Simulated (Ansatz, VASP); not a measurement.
**Two plane-wave programs on ZnS**

```
CELL_PARAMETERS angstrom
5.44313 0.00000 0.00000
0.00000 2.72156 -2.72156
0.00000 10.28601 10.28601
ATOMIC_POSITIONS crystal
Zn 0.50000 0.50000 0.06613
Zn 0.00000 0.00000 0.19843
Zn 0.50000 0.50000 0.33072
Zn 0.00000 0.00000 0.46302
Zn 0.50000 0.50000 0.59531
Zn 0.00000 0.00000 0.72761
S 0.75000 0.00000 0.33072
S 0.25000 0.50000 0.46302
S 0.75000 0.00000 0.59531
S 0.25000 0.50000 0.72761
S 0.75000 0.00000 0.06613
S 0.25000 0.50000 0.19843
```

Alike in both runs: task single point; functional PBE; k mesh 5 × 7 × 3; occupations gaussian, width 0.05 eV; no spin polarisation.

```csv
,VASP,Ansatz
version,VASP 6.6.1,Ansatz 0.2.0
potentials or method,"VASP PAW PBE potentials, release 64 (Zn, S), cutoff 520 eV","scalar-relativistic, plane waves, PAW"
valence electrons in the cell,108,108
```

|  | VASP | Ansatz | Ansatz less VASP |
| --- | --- | --- | --- |
| gap on the k mesh at the Fermi level (eV) | 1.47 | 1.48 | +0.007 |
| least direct gap on the mesh (eV) | 1.47 | 1.48 | +0.007 |
| pressure (GPa) | -1.1 | -1.2 | -0.09 |
| traceless stress, the component that is largest in VASP (GPa) | 0.39 | 0.40 | +0.011 |
| rms of the force components (eV/Å) | 0.476 | 0.474 | -0.0023 |

Atom by atom the forces differ by 0.005 eV/Å (rms over components).
